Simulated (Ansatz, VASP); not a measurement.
## One calculation of SiC, two programs

```
Si C
1.0
     0.00000    2.21909    2.21909
     2.21909    0.00000    2.21909
     2.12722    2.12722    0.09187
Si C
1 1
Direct
  0.00000 0.00000 0.00000
  0.75000 0.75000 0.75000
```

Alike in both runs: task single point; functional PBE; k mesh 12 × 12 × 12; occupations gaussian, width 0.05 eV; no spin polarisation.

```csv
,VASP,Ansatz
version,VASP 6.6.1,Ansatz 0.2.0
potentials or method,"VASP PAW PBE potentials, release 64 (Si, C), cutoff 520 eV","scalar-relativistic, plane waves, PAW"
valence electrons in the cell,8,8
```

Ansatz gave:

* gap on the k mesh at the Fermi level (eV): 1.09
* least direct gap on the mesh (eV): 4.11
* pressure (GPa): 6.8
* traceless stress, the component that is largest in VASP (GPa): 12.62
* rms of the force components (eV/Å): 0.512

Problem. Estimate VASP's values.

Solution. gap on the k mesh at the Fermi level (eV): 1.08; least direct gap on the mesh (eV): 4.11; pressure (GPa): 6.7; traceless stress, the component that is largest in VASP (GPa): 12.66; rms of the force components (eV/Å): 0.511.

Atom by atom the forces differ by 0.001 eV/Å (rms over components). With one functional, cell and mesh, what is left measures potentials, basis and numerics.
